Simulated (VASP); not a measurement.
# Ag (Fm-3m) in VASP: notebook

The runs below take Ag through single point, relaxation of cell and atoms, with PBEsol.

All numbers are computed with VASP 6.6.1; they aren't measurements. Logs are shortened: lines on timing, memory, paths and dates and some standing lists are left out, and cuts for length are marked.

## (1) The cell of the first run

The structure is cubic, space group Fm-3m (No. 225). The conventional cell has a = 3.972 Å, b = 3.972 Å, c = 3.972 Å, α = 90.00°, β = 90.00°, γ = 90.00°. Ag (site symmetry m-3m) has 12 Ag at 2.81 Å within 3.7 Å.

## (2) Single point, PBEsol (15.66 Å³/atom)

Contents of INCAR:

```
SYSTEM = Ag
ALGO = Normal ; EDIFF = 1E-6
ENCUT = 520 ; GGA = PS
ISIF = 2 ; ISMEAR = -1
LASPH = .TRUE. ; LCHARG = .TRUE.
LELF = .TRUE. ; LREAL = .FALSE.
LVHAR = .TRUE. ; LWAVE = .FALSE.
NBANDS = 12 ; NELM = 60
PREC = Accurate ; SIGMA = 0.1
```

Contents of KPOINTS:

```
k-points
0
G
  16 16 16
  0 0 0
```

Contents of POSCAR:

```
Ag
1.0
    0.0000000000      1.9857672860      1.9857672860
    1.9857672860      0.0000000000      1.9857672860
    1.9857672860      1.9857672860      0.0000000000
Ag
1
Direct
    0.0000000000      0.0000000000      0.0000000000
```

Potentials or basis: VASP PAW PBE potentials, release 64 (Ag).

On the command line:

```bash
$ cat potpaw_PBE.64/Ag/POTCAR > POTCAR
$ mpirun -np 1 vasp_std > vasp.out
```

OUTCAR:

```text
SYSTEM = Ag
   EDIFF = 1E-6
   ENCUT = 520
   GGA = PS
   ISIF = 2
   ISMEAR = -1
   LASPH = .TRUE.
   LREAL = .FALSE.
   NELM = 60
   PREC = Accurate

 ion  position               nearest neighbor table
   1  0.000  0.000  0.000-

  LATTYP: Found a face centered cubic cell.
 ALAT       =     3.9715345720

  Lattice vectors:

 A1 = (   0.0000000000,   1.9857672860,   1.9857672860)
 A2 = (   1.9857672860,   0.0000000000,   1.9857672860)
 A3 = (   1.9857672860,   1.9857672860,   0.0000000000)

Analysis of symmetry for initial positions (statically):
=====================================================================
 Subroutine PRICEL returns:
 Original cell was already a primitive cell.

 Routine SETGRP: Setting up the symmetry group for a
 face centered cubic supercell.

 Subroutine GETGRP returns: Found 48 space group operations
 (whereof 48 operations were pure point group operations)
 out of a pool of 48 trial point group operations.

The static configuration has the point symmetry O_h .

Analysis of symmetry for dynamics (positions and initial velocities):
=====================================================================
 Subroutine PRICEL returns:
 Original cell was already a primitive cell.

 Routine SETGRP: Setting up the symmetry group for a
 face centered cubic supercell.

 Subroutine GETGRP returns: Found 48 space group operations
 (whereof 48 operations were pure point group operations)
 out of a pool of 48 trial point group operations.

The dynamic configuration has the point symmetry O_h .

 Subroutine INISYM returns: Found 48 space group operations
 (whereof 48 operations are pure point group operations),
 and found     1 'primitive' translations

----------------------------------------------------------------------------------------

                                     Primitive cell

  volume of cell :      15.6608

  direct lattice vectors                    reciprocal lattice vectors
     0.000000000  1.985767286  1.985767286    -0.251791841  0.251791841  0.251791841
     1.985767286  0.000000000  1.985767286     0.251791841 -0.251791841  0.251791841
     1.985767286  1.985767286  0.000000000     0.251791841  0.251791841 -0.251791841

  length of vectors
     2.808299028  2.808299028  2.808299028     0.436116261  0.436116261  0.436116261

  position of ions in fractional coordinates (direct lattice)
     0.000000000  0.000000000  0.000000000

  ion indices of the primitive-cell ions
   primitive index   ion index
                 1           1

----------------------------------------------------------------------------------------

 KPOINTS: k-points

Automatic generation of k-mesh.
 Grid dimensions read from file:
 generate k-points for:   16   16   16

 Generating k-lattice:

  Cartesian coordinates                     Fractional coordinates (reciprocal lattice)
    -0.015736990  0.015736990  0.015736990     0.062500000  0.000000000  0.000000000
     0.015736990 -0.015736990  0.015736990     0.000000000  0.062500000  0.000000000
     0.015736990  0.015736990 -0.015736990     0.000000000  0.000000000  0.062500000

  Length of vectors
     0.027257266  0.027257266  0.027257266

  Shift w.r.t. Gamma in fractional coordinates (k-lattice)
     0.000000000  0.000000000  0.000000000

 Subroutine IBZKPT returns following result:
 ===========================================

 Found    145 irreducible k-points:

 Following reciprocal coordinates:
            Coordinates               Weight
  0.000000  0.000000  0.000000      1.000000
  0.062500  0.000000  0.000000      8.000000
  0.125000  0.000000  0.000000      8.000000
  0.187500  0.000000  0.000000      8.000000
  0.250000  0.000000  0.000000      8.000000
  0.312500  0.000000  0.000000      8.000000
[... 16 lines left out ...]
 -0.125000  0.062500  0.000000     24.000000
 -0.062500  0.062500  0.000000     12.000000
 [... further k-points ...]
   k-points           NKPTS =    145   k-points in BZ     NKDIM =    145   number of bands    NBANDS=     12
   number of dos      NEDOS =    301   number of ions     NIONS =      1
   total plane-waves  NPLWV =  13824
   dimension x,y,z NGX =    24 NGY =   24 NGZ =   24
   dimension x,y,z NGXF=    48 NGYF=   48 NGZF=   48
   ions per type =               1
   NGX,Y,Z   is equivalent  to a cutoff of  14.21, 14.21, 14.21 a.u.
   NGXF,Y,Z  is equivalent  to a cutoff of  28.42, 28.42, 28.42 a.u.
 SYSTEM =  Ag
   PREC   = accura    normal or accurate (medium, high low for compatibility)
   ISTART =      0    job   : 0-new  1-cont  2-samecut
   ICHARG =      2    charge: 1-file 2-atom 10-const
   ISPIN  =      1    spin polarized calculation?
   LNONCOLLINEAR =      F non collinear calculations
   LSORBIT =      F    spin-orbit coupling
   LASPH  =      T    aspherical Exc in radial PAW
   ENCUT  =  520.0 eV  38.22 Ry    6.18 a.u.   5.22  5.22  5.22*2*pi/ulx,y,z
   NELM   =     60;   NELMIN=  2; NELMDL= -5     # of ELM steps
   EDIFF  = 0.1E-05   stopping-criterion for ELM
   LREAL  =      F    real-space projection
   EDIFFG = 0.1E-04   stopping-criterion for IOM
   NSW    =      0    number of steps for IOM
   IBRION =     -1    ionic relax: 0-MD 1-quasi-New 2-CG
   NFREE  =      0    steps in history (QN), initial steepest desc. (CG)
   ISIF   =      2    stress and relaxation
   ISYM   =      2    0-nonsym 1-usesym 2-fastsym
   POTIM  = 0.5000    time-step for ionic-motion
   TEBEG  =    0.0;   TEEND  =   0.0 temperature during run
   PSTRESS=    0.0 pullay stress
   NELECT =      11.0000    total number of electrons
   NUPDOWN=      -1.0000    fix difference up-down
   EMIN   =  10.00;   EMAX   =-10.00  energy-range for DOS
   EFERMI =   0.00;   METHOD = LEGACY
   ISMEAR =    -1;   SIGMA  =   0.10  broadening in eV -4-tet -1-fermi 0-gaus
   EFERMI_NEDOS =   21; number of points for ismear=-14 and -15
   IALGO  =     38    algorithm
   IMIX   =      4    mixing-type and parameters
     AMIX     =   0.40;   BMIX     =  1.00
     AMIX_MAG =   1.60;   BMIX_MAG =  1.00
  volume/ion in A,a.u.               =      15.66       105.68
  Fermi-wavevector in a.u.,A,eV,Ry     =   1.455238  2.750001 28.813300  2.117718
  Thomas-Fermi vector in A             =   2.572296
   LORBIT       =      0    0 simple, 1 ext, 2 COOP (PROOUT), +10 PAW based schemes
[... 44 lines left out ...]

 k-point     2 :       0.0625    0.0000    0.0000
  band No.  band energies     occupation
      1       1.1196      2.00000
      2       4.3352      2.00000
      3       4.4088      2.00000
      4       4.4088      2.00000
      5       5.5698      2.00000
      6       5.5698      2.00000
      7      25.6775      0.00000
      8      28.6695      0.00000
      9      29.7804      0.00000
     10      29.7804      0.00000
     11      35.0165      0.00000
     12      36.2623      0.00000

 k-point     3 :       0.1250    0.0000    0.0000
  band No.  band energies     occupation
      1       1.4937      2.00000
      2       4.2597      2.00000
      3       4.5060      2.00000
      4       4.5060      2.00000
      5       5.5428      2.00000
      6       5.5428      2.00000
      7      25.4629      0.00000
      8      27.0265      0.00000
      9      30.0064      0.00000
     10      30.0064      0.00000
     11      33.9732      0.00000
     12      35.5625      0.00000

 k-point     4 :       0.1875    0.0000    0.0000
  band No.  band energies     occupation
      1       2.0268      2.00000
      2       4.2482      2.00000
      3       4.5959      2.00000
      4       4.5959      2.00000
      5       5.5700      2.00000
      6       5.5700      2.00000
      7      23.6507      0.00000
      8      26.6087      0.00000
      9      30.2333      0.00000
     10      30.2333      0.00000
     11      33.1557      0.00000
     12      34.5344      0.00000

 k-point     5 :       0.2500    0.0000    0.0000
  band No.  band energies     occupation
      1       2.4859      2.00000
      2       4.5558      2.00000
      3       4.6012      2.00000
      4       4.6012      2.00000
      5       5.7228      2.00000
      6       5.7228      2.00000
      7      21.2390      0.00000
      8      26.3415      0.00000
      9      30.1894      0.00000
     10      30.1894      0.00000
     11      33.2393      0.00000
     12      33.6657      0.00000

 k-point     6 :       0.3125    0.0000    0.0000
  band No.  band energies     occupation
      1       2.6362      2.00000
      2       4.5283      2.00000
      3       4.5284      2.00000
      4       5.4242      2.00000
      5       5.9771      2.00000
      6       5.9771      2.00000
      7      18.7829      0.00000
      8      25.8421      0.00000
      9      29.6636      0.00000
     10      29.6636      0.00000
     11      33.3430      0.00000
     12      33.3430      0.00000

 k-point     7 :       0.3750    0.0000    0.0000
  band No.  band energies     occupation
      1       2.5994      2.00000
      2       4.4360      2.00000
      3       4.4360      2.00000
      4       6.2432      2.00000
      5       6.2432      2.00000
      6       6.6970      2.00000
      7      16.4516      0.00000
      8      25.3336      0.00000
      9      28.9299      0.00000
     10      28.9299      0.00000
     11      33.3916      0.00000
     12      33.3916      0.00000

 k-point     8 :       0.4375    0.0000    0.0000
  band No.  band energies     occupation
      1       2.5357      2.00000
      2       4.3666      2.00000
      3       4.3666      2.00000
      4       6.4401      2.00000
      5       6.4401      2.00000
      6       8.0487      2.00000
      7      14.4812      0.00000
      8      24.9828      0.00000
      9      28.3665      0.00000
     10      28.3665      0.00000
     11      33.5061      0.00000
     12      33.5061      0.00000
[... 166 lines left out ...]
 k-point    20 :      -0.3125    0.0625    0.0000
  band No.  band energies     occupation
      1       2.7250      2.00000
      2       4.4658      2.00000
      3       4.5472      2.00000
      4       5.3771      2.00000
      5       5.9029      2.00000
      6       6.7059      2.00000
      7      18.0603      0.00000
      8      25.4237      0.00000
      9      27.9099      0.00000
     10      30.3761      0.00000
     11      32.9726      0.00000
     12      33.1759      0.00000

 k-point    21 :      -0.2500    0.0625    0.0000
  band No.  band energies     occupation
      1       2.6734      2.00000
      2       4.4684      2.00000
      3       4.6392      2.00000
      4       4.7129      2.00000
      5       5.6085      2.00000
      6       6.1559      2.00000
      7      20.4980      0.00000
      8      25.8358      0.00000
      9      28.5899      0.00000
     10      31.7909      0.00000
     11      32.1119      0.00000
     12      32.8205      0.00000

 k-point    22 :      -0.1875    0.0625    0.0000
  band No.  band energies     occupation
      1       2.3119      2.00000
      2       4.1797      2.00000
      3       4.6568      2.00000
      4       4.6646      2.00000
      5       5.4224      2.00000
      6       5.8330      2.00000
      7      22.9536      0.00000
      8      26.1526      0.00000
      9      29.0740      0.00000
     10      31.7315      0.00000
     11      31.8420      0.00000
     12      33.9961      0.00000

 k-point    23 :      -0.1250    0.0625    0.0000
  band No.  band energies     occupation
      1       1.7700      2.00000
      2       4.1712      2.00000
      3       4.5759      2.00000
      4       4.6031      2.00000
      5       5.4111      2.00000
      6       5.6686      2.00000
      7      25.1253      0.00000
      8      26.4176      0.00000
      9      29.0628      0.00000
     10      31.0284      0.00000
     11      32.7577      0.00000
     12      35.6621      0.00000

 k-point    24 :      -0.0625    0.0625    0.0000
  band No.  band energies     occupation
      1       1.3328      2.00000
      2       4.2657      2.00000
      3       4.4624      2.00000
      4       4.4945      2.00000
      5       5.4902      2.00000
      6       5.6082      2.00000
      7      25.7325      0.00000
      8      27.7016      0.00000
      9      29.1801      0.00000
     10      30.3416      0.00000
     11      34.2288      0.00000
     12      36.1873      0.00000

 [... further k-points ...]
[... 5 lines left out ...]
  --------------------------------------------------------------------------------------
  -------------------------------------------------------------------------------------
  Total        0.8269391      0.8269391      0.8269391     -0.0000000      0.0000000     -0.0000000
  in kB       84.5997445     84.5997445     84.5997445     -0.0000000      0.0000000     -0.0000000
  external PRESSURE =      84.5997445 kB  Pullay stress =       0.0000000 kB

 VOLUME and BASIS-vectors are now :
 -----------------------------------------------------------------------------
  energy-cutoff  :      520.00
  volume of cell :       15.66
      direct lattice vectors                 reciprocal lattice vectors
     0.000000000  1.985767286  1.985767286    -0.251791841  0.251791841  0.251791841
     1.985767286  0.000000000  1.985767286     0.251791841 -0.251791841  0.251791841
     1.985767286  1.985767286  0.000000000     0.251791841  0.251791841 -0.251791841

 POSITION                                       TOTAL-FORCE (eV/Angst)
 -----------------------------------------------------------------------------------
      0.00000      0.00000      0.00000        -0.000000      0.000000      0.000000
 -----------------------------------------------------------------------------------
    total drift:                               -0.000000      0.000000      0.000000

  FREE ENERGIE OF THE ION-ELECTRON SYSTEM (eV)
  ---------------------------------------------------
  free  energy   TOTEN  =        -3.2899559095 eV

  energy  without entropy=       -3.2821463682  energy(sigma->0) =       -3.28605114
```

It took 24 s on 1 thread of Intel Xeon 8259CL, shared host; peak memory 0.16 GiB.

Results:

| Item | Value |
| --- | --- |
| Free energy | -3.2900 eV |
| Pressure | 8.5 GPa |
| Band gap on the k mesh | zero (an odd number of electrons rules out a gap without spin polarisation) |

Caveat: the cell stands under pressure; the PAW data sets were made with another functional, which shifts forces and pressure a little.

## (3) Single point, PBEsol

This run uses another cell than the first one, of 16.66 Å³/atom.

Contents of INCAR:

```
PREC = Accurate
ENCUT = 520
EDIFF = 1E-7
ISMEAR = -1
SIGMA = 0.1
LREAL = F
LASPH = T
NELM = 100
ALGO = Normal
ISIF = 2
LWAVE = F
LCHARG = F
GGA = PS
NBANDS = 12
```

Contents of KPOINTS:

```
regular mesh
0
Gamma
  16 16 16
```

Contents of POSCAR:

```
Ag
1.0
    0.0000000000      2.0271492912      2.0271492912
    2.0271492912      0.0000000000      2.0271492912
    2.0271492912      2.0271492912      0.0000000000
Ag
1
Direct
    0.0000000000      0.0000000000      0.0000000000
```

Potentials or basis: VASP PAW PBE potentials, release 64 (Ag).

On the command line:

```bash
$ cat potpaw_PBE.64/Ag/POTCAR > POTCAR
$ mpirun -np 1 vasp_std > vasp.out
```

It took 26 s on 1 thread of Intel Xeon 8259CL, shared host; peak memory 0.16 GiB.

It converged, with:

| Item | Value |
| --- | --- |
| Free energy | -3.3145 eV |
| Pressure | -0.2 GPa |
| Band gap on the k mesh | zero (an odd number of electrons rules out a gap without spin polarisation) |

Levels at points of the mesh, in eV from the Fermi level:
| k point | band 4 | band 5 | band 6 | band 7 | band 8 | band 9 |
| --- | --- | --- | --- | --- | --- | --- |
| (0.00, 0.00, 0.00) | -4.81 | -3.71 | -3.71 | 16.08 | 19.79 | 19.79 |
| (0.50, 0.00, 0.00) | -2.88 | -2.88 | -0.47 | 3.76 | 15.32 | 18.10 |
| (0.50, 0.50, 0.00) | -2.67 | -2.67 | 1.57 | 6.95 | 10.77 | 10.77 |

Caveat: the PAW data sets were made with another functional, which shifts forces and pressure a little.

## (4) Single point, PBEsol

This run uses another cell than the first one, of 16.66 Å³/atom.

Contents of INCAR:

```
SYSTEM = Ag
ALGO = Normal ; EDIFF = 1E-6
ENCUT = 520 ; GGA = PS
ISIF = 2 ; ISMEAR = -1
LASPH = .TRUE. ; LCHARG = .TRUE.
LELF = .TRUE. ; LREAL = .FALSE.
LVHAR = .TRUE. ; LWAVE = .FALSE.
NBANDS = 12 ; NELM = 80
PREC = Accurate ; SIGMA = 0.1
```

Contents of KPOINTS:

```
k-points
0
G
  16 16 16
  0 0 0
```

POSCAR is that of step 3.

On the command line:

```bash
$ cat potpaw_PBE.64/Ag/POTCAR > POTCAR
$ mpirun -np 1 vasp_std > vasp.out
```

Run time: 22 s. Hardware: 1 thread of Intel Xeon 8259CL, shared host; peak memory 0.16 GiB.

Results (log left out):

- Free energy: -3.3145 eV
- Pressure: -0.2 GPa
- Band gap on the k mesh: zero (an odd number of electrons rules out a gap without spin polarisation)

Levels at points of the mesh, in eV from the Fermi level:
| k point | band 2 | band 3 | band 4 | band 5 | band 6 | band 7 | band 8 | band 9 | band 10 | band 11 |
| --- | --- | --- | --- | --- | --- | --- | --- | --- | --- | --- |
| (0.00, 0.00, 0.00) | -4.81 | -4.81 | -4.81 | -3.71 | -3.71 | 16.08 | 19.79 | 19.79 | 19.79 | 24.67 |
| (0.50, 0.00, 0.00) | -4.83 | -4.83 | -2.88 | -2.88 | -0.47 | 3.76 | 15.32 | 18.10 | 18.10 | 23.21 |
| (0.50, 0.50, 0.00) | -6.38 | -2.91 | -2.67 | -2.67 | 1.57 | 6.95 | 10.77 | 10.77 | 17.49 | 17.57 |

Caveat: the PAW data sets were made with another functional, which shifts forces and pressure a little.

## (5) Relaxation of cell and atoms, PBEsol

This run uses another cell than the first one, of 17.05 Å³/atom.

Contents of INCAR:

```
SYSTEM = Ag
PREC = Accurate ; ENCUT = 600
EDIFF = 1E-6 ; ISMEAR = -1
SIGMA = 0.1 ; LREAL = .False.
LASPH = .True. ; NELM = 100
ALGO = Normal ; ISIF = 3
LWAVE = .False. ; LCHARG = .False.
GGA = PS ; IBRION = 2
NSW = 60 ; EDIFFG = -0.005
```

Contents of KPOINTS:

```
regular mesh
0
Gamma
  16 16 16
  0 0 0
```

Contents of POSCAR:

```
Ag
1.0
    0.0000000000      2.0428264039      2.0428264039
    2.0428264039      0.0000000000      2.0428264039
    2.0428264039      2.0428264039      0.0000000000
Ag
1
Direct
    0.0000000000      0.0000000000      0.0000000000
```

On the command line:

```bash
$ cat potpaw_PBE.64/Ag/POTCAR > POTCAR
$ mpirun -np 1 vasp_std > vasp.out
```

Run time: 35 s. Hardware: 1 thread of Intel Xeon 8259CL, shared host; peak memory 0.17 GiB.

It converged, with:

```
Free energy                           : -3.3149 eV
Relaxed volume                        : 16.63 Å³/atom
Relaxed cell                          : a = 2.865 Å, b = 2.865 Å, c = 2.865 Å, α = 60.00°, β = 60.00°, γ = 60.00°
Space group after relaxing (to 0.1 Å) : Fm-3m (No. 225)
Energy gained by relaxing             : 3.8 meV/atom
Ionic steps                           : 3
Pressure after relaxing               : 0.0 GPa
Band gap on the k mesh                : zero (an odd number of electrons rules out a gap without spin polarisation)
```

The path:
```csv
step,energy change (eV),largest force (eV/Å),pressure (GPa),volume (Å³)
1,0.0000,0.0000,-2.77,17.05
2,-0.0017,0.0000,2.28,16.33
3,-0.0038,0.0000,-0.01,16.63
```

Final structure:
```yaml
crystal:
  lattice:
    - [0.00000, 2.02589, 2.02589]
    - [2.02589, 0.00000, 2.02589]
    - [2.02589, 2.02589, 0.00000]
  atoms:
    - { symbol: Ag, position: [0.00000, 0.00000, 0.00000] }
```

Levels at points of the mesh, in eV from the Fermi level:
```tsv
k point	band 2	band 3	band 4	band 5	band 6	band 7	band 8	band 9
(0.00, 0.00, 0.00)	-4.81	-4.81	-4.81	-3.72	-3.72	16.09	19.81	19.81
(0.50, 0.00, 0.00)	-4.84	-4.84	-2.88	-2.88	-0.48	3.77	15.32	18.12
(0.50, 0.50, 0.00)	-6.39	-2.91	-2.67	-2.67	1.57	6.96	10.78	10.78
```

Caveat: the PAW data sets were made with another functional, which shifts forces and pressure a little.

## (6) Overview

```csv
task,cell,cutoff (eV),gap on the mesh (eV),pressure (GPa)
single point,"a = 2.808 Å, angles 60.0°, 1 atom",520,none,8.5
single point,"a = 2.867 Å, angles 60.0°, 1 atom",520,none,-0.2
relaxation of cell and atoms,"relaxed from a = 2.889 Å, angles 60.0°, 1 atom",600,none,0.0
```

Alike in all rows: level PBEsol; potentials or basis VASP PAW PBE potentials, release 64 (Ag); no spin polarisation; k mesh 16 × 16 × 16; smearing fermi-dirac 0.1 eV.

Caveats: the PAW data sets were made with another functional, which shifts forces and pressure a little; the cell stands under pressure (at least some runs).

Total energies depend on the potentials used, so only differences within one code and one set of settings carry meaning.
